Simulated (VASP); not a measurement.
**W: single point with PBEsol**

W:

```
W
1.0
    -1.02607    1.65063    1.65063
     1.65063   -1.02607    1.65063
     1.65063    1.65063   -1.02607
W
1
Cartesian
  0.0000 0.0000 0.0000
```

This cell differs from its parent crystal: ratio of the length along [111] to the lengths across it x 1.7, volume and fractional coordinates fixed.

```
Program                : VASP 6.6.1
Task                   : single point
Functional             : PBEsol
Potentials or basis    : VASP PAW PBE potentials, release 64 (W_sv)
Cutoff                 : 520 eV
k mesh                 : 24 × 24 × 24
Occupations            : gaussian, width 0.15 eV
Spin                   : no spin polarisation
Dipole correction      : no
Further INCAR settings : ALGO = Fast; EDIFF = 1e-07; NBANDS = 13
```

The pressure is 20.2 GPa. The band gap on the k mesh is zero (band 7 reaches 12.61 eV, above the bottom of band 8 at 9.58 eV).

Stress tensor (GPa, compression positive):
```
 20.20 -12.05 -12.05
-12.05  20.20 -12.05
-12.05 -12.05  20.20
```

Levels at points of the mesh, in eV from the Fermi level:
| k point | band 4 | band 5 | band 6 | band 7 | band 8 | band 9 | band 10 | band 11 |
| --- | --- | --- | --- | --- | --- | --- | --- | --- |
| (0.00, 0.00, 0.00) | -37.43 | -9.29 | -4.78 | -4.78 | 4.53 | 5.14 | 5.14 | 14.50 |
| (0.50, 0.00, 0.00) | -37.29 | -5.65 | -3.92 | -0.73 | 1.12 | 1.53 | 5.43 | 10.70 |
| (0.50, 0.50, 0.00) | -37.23 | -6.47 | -3.45 | 1.63 | 2.30 | 4.10 | 6.70 | 8.36 |
| (0.50, 0.50, 0.50) | -38.57 | -5.16 | -5.16 | -3.18 | 6.91 | 8.57 | 8.57 | 11.68 |

It took 87 s on 1 thread of Intel(R) Xeon(R) 6975P-C (Granite Rapids) (shared host), peak memory 0.34 GiB.

Caveat: the PAW data sets were made with another functional, which shifts forces and pressure a little; spin-orbit coupling is left out, which moves the levels of the heavy elements.
